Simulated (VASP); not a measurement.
# Li2S (R-3m) in VASP: relaxation of the atoms with PBEsol

Aim: the relaxation of the atoms of Li2S with PBEsol.

All numbers are computed with VASP 6.6.1; they aren't measurements. Logs are shortened: lines on timing, memory, paths and dates and some standing lists are left out, and cuts for length are marked.

## 1. The cell of the first run

It takes space group R-3m (No. 166, trigonal). The conventional cell has a = 3.988 Å, b = 3.988 Å, c = 9.843 Å, α = 90.00°, β = 90.00°, γ = 120.00°. Li (site symmetry 3m) has 4 S at 2.44 to 2.46 Å and 6 Li at 2.83 Å within 3.2 Å. Within 3.2 Å of S (site symmetry -3m) lie 8 Li at 2.44 to 2.46 Å.

## 2. Relaxation of the atoms, PBEsol (equal xy, yz and zx engineering shears of +0.5 %)

INCAR reads:

```
SYSTEM = Li2S
ALGO = Normal ; EDIFF = 1E-7
EDIFFG = -0.002 ; ENCUT = 650
GGA = PS ; GGA_COMPAT = .False.
IBRION = 2 ; ISIF = 2
ISMEAR = 0 ; LASPH = .True.
LCHARG = .False. ; LREAL = .False.
LWAVE = .False. ; NELM = 120
NELMIN = 4 ; NSW = 50
PREC = Accurate ; SIGMA = 0.01
```

KPOINTS reads:

```
k-points
0
Gamma
  6 6 6
  0 0 0
```

POSCAR reads:

```
Li2S
1.0
    0.0141365526      2.8343788038      2.8343788038
    2.8343788038      0.0141365526      2.8343788038
    2.8343788038      2.8343788038      0.0141365526
Li S
2 1
Direct
    0.2500000000      0.2500000000      0.2500000000
    0.7500000000      0.7500000000      0.7500000000
    0.0000000000      0.0000000000      0.0000000000
```

Potentials or basis: VASP PAW PBE potentials, release 64 (Li_sv, S).

Command:

```bash
> cat potpaw_PBE.64/Li_sv/POTCAR potpaw_PBE.64/S/POTCAR > POTCAR
> mpirun -np 1 vasp_std > vasp.out
```

OUTCAR:

```text
SYSTEM = Li2S
   EDIFF = 1E-7
   EDIFFG = -0.002
   ENCUT = 650
   GGA = PS
   IBRION = 2
   ISIF = 2
   ISMEAR = 0
   LASPH = .True.
   LREAL = .False.
   NELM = 120
   NELMIN = 4
   NSW = 50
   PREC = Accurate

 ion  position               nearest neighbor table
   1  0.250  0.250  0.250-   3 2.44   3 2.44   3 2.44   3 2.46
   2  0.750  0.750  0.750-   3 2.44   3 2.44   3 2.44   3 2.46
   3  0.000  0.000  0.000-   2 2.44   2 2.44   2 2.44   1 2.44   1 2.44   1 2.44   2 2.46   1 2.46

  LATTYP: Found a trigonal (rhomboedric) cell.
 ALAT       =     4.0084418730
 COS(alpha) =     0.5049812503

  Lattice vectors:

 A1 = (   0.0141365526,   2.8343788038,   2.8343788038)
 A2 = (   2.8343788038,   0.0141365526,   2.8343788038)
 A3 = (   2.8343788038,   2.8343788038,   0.0141365526)

Analysis of symmetry for initial positions (statically):
=====================================================================
 Subroutine PRICEL returns:
 Original cell was already a primitive cell.

 Routine SETGRP: Setting up the symmetry group for a
 trigonal (rhombohedral) supercell.

 Subroutine GETGRP returns: Found 12 space group operations
 (whereof 12 operations were pure point group operations)
 out of a pool of 12 trial point group operations.

The static configuration has the point symmetry D_3d.

Analysis of symmetry for dynamics (positions and initial velocities):
=====================================================================
 Subroutine PRICEL returns:
 Original cell was already a primitive cell.

 Routine SETGRP: Setting up the symmetry group for a
 trigonal (rhombohedral) supercell.

 Subroutine GETGRP returns: Found 12 space group operations
 (whereof 12 operations were pure point group operations)
 out of a pool of 12 trial point group operations.

The dynamic configuration has the point symmetry D_3d.

 Subroutine INISYM returns: Found 12 space group operations
 (whereof 12 operations are pure point group operations),
 and found     1 'primitive' translations

----------------------------------------------------------------------------------------

                                     Primitive cell

  volume of cell :      45.2004

  direct lattice vectors                    reciprocal lattice vectors
     0.014136553  2.834378804  2.834378804    -0.177730754  0.176848715  0.176848715
     2.834378804  0.014136553  2.834378804     0.176848715 -0.177730754  0.176848715
     2.834378804  2.834378804  0.014136553     0.176848715  0.176848715 -0.177730754

  length of vectors
     4.008441873  4.008441873  4.008441873     0.306821050  0.306821050  0.306821050

  position of ions in fractional coordinates (direct lattice)
     0.250000000  0.250000000  0.250000000
     0.750000000  0.750000000  0.750000000
     0.000000000  0.000000000  0.000000000

  ion indices of the primitive-cell ions
   primitive index   ion index
                 1           1
                 2           2
                 3           3

----------------------------------------------------------------------------------------

 KPOINTS: k-points

Automatic generation of k-mesh.
 Grid dimensions read from file:
 generate k-points for:    6    6    6

 Generating k-lattice:

  Cartesian coordinates                     Fractional coordinates (reciprocal lattice)
    -0.029621792  0.029474786  0.029474786     0.166666667  0.000000000  0.000000000
     0.029474786 -0.029621792  0.029474786     0.000000000  0.166666667  0.000000000
     0.029474786  0.029474786 -0.029621792     0.000000000  0.000000000  0.166666667

  Length of vectors
     0.051136842  0.051136842  0.051136842

  Shift w.r.t. Gamma in fractional coordinates (k-lattice)
     0.000000000  0.000000000  0.000000000

 Subroutine IBZKPT returns following result:
 ===========================================

 Found     32 irreducible k-points:

 Following reciprocal coordinates:
            Coordinates               Weight
  0.000000  0.000000  0.000000      1.000000
  0.166667 -0.000000 -0.000000      6.000000
  0.333333  0.000000 -0.000000      6.000000
  0.500000  0.000000 -0.000000      3.000000
  0.166667  0.166667 -0.000000      6.000000
  0.333333  0.166667 -0.000000     12.000000
[... 16 lines left out ...]
  0.500000  0.500000  0.166667      6.000000
 -0.333333  0.500000  0.166667     12.000000
 [... further k-points ...]
   k-points           NKPTS =     32   k-points in BZ     NKDIM =     32   number of bands    NBANDS=     10
   number of dos      NEDOS =    301   number of ions     NIONS =      3
   total plane-waves  NPLWV =  46656
   dimension x,y,z NGX =    36 NGY =   36 NGZ =   36
   dimension x,y,z NGXF=    72 NGYF=   72 NGZF=   72
   ions per type =               2   1
   NGX,Y,Z   is equivalent  to a cutoff of  14.93, 14.93, 14.93 a.u.
   NGXF,Y,Z  is equivalent  to a cutoff of  29.86, 29.86, 29.86 a.u.
 SYSTEM =  Li2S
   PREC   = accura    normal or accurate (medium, high low for compatibility)
   ISTART =      0    job   : 0-new  1-cont  2-samecut
   ICHARG =      2    charge: 1-file 2-atom 10-const
   ISPIN  =      1    spin polarized calculation?
   LNONCOLLINEAR =      F non collinear calculations
   LSORBIT =      F    spin-orbit coupling
   LASPH  =      T    aspherical Exc in radial PAW
   ENCUT  =  650.0 eV  47.77 Ry    6.91 a.u.   8.33  8.33  8.33*2*pi/ulx,y,z
   NELM   =    120;   NELMIN=  4; NELMDL= -5     # of ELM steps
   EDIFF  = 0.1E-06   stopping-criterion for ELM
   LREAL  =      F    real-space projection
   EDIFFG = -.2E-02   stopping-criterion for IOM
   NSW    =     50    number of steps for IOM
   IBRION =      2    ionic relax: 0-MD 1-quasi-New 2-CG
   NFREE  =      1    steps in history (QN), initial steepest desc. (CG)
   ISIF   =      2    stress and relaxation
   ISYM   =      2    0-nonsym 1-usesym 2-fastsym
   POTIM  = 0.5000    time-step for ionic-motion
   TEBEG  =    0.0;   TEEND  =   0.0 temperature during run
   PSTRESS=    0.0 pullay stress
   NELECT =      12.0000    total number of electrons
   NUPDOWN=      -1.0000    fix difference up-down
   EMIN   =  10.00;   EMAX   =-10.00  energy-range for DOS
   EFERMI =   0.00;   METHOD = LEGACY
   ISMEAR =     0;   SIGMA  =   0.01  broadening in eV -4-tet -1-fermi 0-gaus
   EFERMI_NEDOS =   21; number of points for ismear=-14 and -15
   IALGO  =     38    algorithm
   IMIX   =      4    mixing-type and parameters
     AMIX     =   0.40;   BMIX     =  1.00
     AMIX_MAG =   1.60;   BMIX_MAG =  1.00
  volume/ion in A,a.u.               =      15.07       101.68
  Fermi-wavevector in a.u.,A,eV,Ry     =   1.052175  1.988322 15.062618  1.107071
  Thomas-Fermi vector in A             =   2.187247
   LORBIT       =      0    0 simple, 1 ext, 2 COOP (PROOUT), +10 PAW based schemes
   GGA     = PS    functional components
   LHFCALC =     F    Hartree Fock is set to
   AEXX    =    0.0000 exact exchange contribution
   IVDW    =     0    specifies the selected vdW correction
   LEPSILON=     F    determine dielectric tensor
   LRPA    =     F    only Hartree local field effects (RPA)
 conjugate gradient relaxation of ions
 non-spin polarized calculation
 Gauss-broadening in eV      SIGMA  =   0.01
  energy-cutoff  :      650.00
  volume of cell :       45.20
 maximum number of plane-waves:      1720
 NGX is ok and might be reduce to    36
   NGX = 17   NGY = 17   NGZ = 17

--------------------------------------- Ionic step        1  -------------------------------------------

 number of electron      11.9999996 magnetization

 Free energy of the ion-electron system (eV)
  ---------------------------------------------------
  ext. energy  EPLUGINS =         0.00000000
  ---------------------------------------------------
  free energy    TOTEN  =       -12.37632837 eV

  energy without entropy =      -12.37632837  energy(sigma->0) =      -12.37632837

------------------------ aborting loop because EDIFF is reached ----------------------------------------

  FORCE on cell =-STRESS in cart. coord.  units (eV):
  Direction    XX          YY          ZZ          XY          YZ          ZX
  --------------------------------------------------------------------------------------
  -------------------------------------------------------------------------------------
  Total       -0.0141326     -0.0141326     -0.0141326     -0.0529388     -0.0529388     -0.0529388
  in kB       -0.5009466     -0.5009466     -0.5009466     -1.8764718     -1.8764718     -1.8764718
  external PRESSURE =      -0.5009466 kB  Pullay stress =       0.0000000 kB
[... 96 lines left out ...]
  energy  without entropy=      -12.3763609222  energy(sigma->0) =      -12.37636092

--------------------------------------- Ionic step        4  -------------------------------------------

 number of electron      11.9999996 magnetization

 Free energy of the ion-electron system (eV)
  ---------------------------------------------------
  ext. energy  EPLUGINS =         0.00000000
  ---------------------------------------------------
  free energy    TOTEN  =       -12.37636356 eV

  energy without entropy =      -12.37636356  energy(sigma->0) =      -12.37636356

 E-fermi :   1.6659     XC(G=0):  -8.7268

 val. band max:        1.5654433451   @ k =   0.0000   0.0000   0.0000
 cond. band min:       4.7589289867   @ k =   0.5000   0.5000  -0.0000
 fundamental gap:      3.1934856415
 Fermi energy:         1.6658768254

 k-point     1 :       0.0000    0.0000    0.0000
  band No.  band energies     occupation
      1     -41.8984      2.00000
      2     -41.8483      2.00000
      3      -9.5255      2.00000
      4       1.5360      2.00000
      5       1.5654      2.00000
      6       1.5654      2.00000
      7       5.7749      0.00000
      8       7.6562      0.00000
      9       7.7433      0.00000
     10       7.7433      0.00000
[... 287 lines left out ...]
 k-point    24 :      -0.3333    0.5000    0.1667
  band No.  band energies     occupation
      1     -41.8761      2.00000
      2     -41.8679      2.00000
      3      -8.9261      2.00000
      4      -0.5210      2.00000
      5      -0.2231      2.00000
      6      -0.1466      2.00000
      7       6.0985      0.00000
      8       9.5089      0.00000
      9       9.8879      0.00000
     10      11.6890      0.00000

 [... further k-points ...]

------------------------ aborting loop because EDIFF is reached ----------------------------------------

  FORCE on cell =-STRESS in cart. coord.  units (eV):
  Direction    XX          YY          ZZ          XY          YZ          ZX
  --------------------------------------------------------------------------------------
  -------------------------------------------------------------------------------------
  Total       -0.0147003     -0.0147003     -0.0147003     -0.0484584     -0.0484584     -0.0484584
  in kB       -0.5210670     -0.5210670     -0.5210670     -1.7176591     -1.7176591     -1.7176591
  external PRESSURE =      -0.5210670 kB  Pullay stress =       0.0000000 kB
[... 18 lines left out ...]
  FREE ENERGIE OF THE ION-ELECTRON SYSTEM (eV)
  ---------------------------------------------------
  free  energy   TOTEN  =       -12.3763635620 eV

  energy  without entropy=      -12.3763635620  energy(sigma->0) =      -12.37636356

 reached required accuracy - stopping structural energy minimisation
```

It took 83 s on 1 thread of Oxide Virtual Turin-like, shared host; peak memory 0.17 GiB.

Results:

```yaml
Free_energy: -12.3764 eV
Energy_gained_by_relaxing: 0.0 meV/atom
Ionic_steps: 4
Pressure_after_relaxing: -0.1 GPa
Band_gap_on_the_k_mesh: 3.19 eV (least direct gap 4.21 eV)
```

Final structure:
```
Li S
1.0
     0.01414    2.83438    2.83438
     2.83438    0.01414    2.83438
     2.83438    2.83438    0.01414
Li S
2 1
Direct
  0.24969 0.24969 0.24969
  0.75031 0.75031 0.75031
  0.00000 0.00000 0.00000
```

Levels at points of the mesh, in eV from the valence-band top:
```csv
k point,band 2,band 3,band 4,band 5,band 6,band 7,band 8,band 9,band 10
"(0.00, 0.00, 0.00)",-43.41,-11.09,-0.03,0.00,0.00,4.21,6.09,6.18,6.18
"(0.50, 0.00, 0.00)",-43.44,-10.63,-3.01,-0.55,-0.54,6.10,6.45,6.48,8.34
"(0.50, 0.50, 0.00)",-43.43,-10.50,-2.25,-1.52,-1.48,3.19,7.08,11.11,11.13
"(0.50, 0.50, 0.50)",-43.44,-10.64,-3.01,-0.52,-0.52,6.12,6.52,6.52,8.33
```

Caveat: the cell differs from its parent crystal (equal xy, yz and zx engineering shears of +0.5 %); the PAW data sets were made with another functional, which shifts forces and pressure a little. A k mesh can miss the band edges.
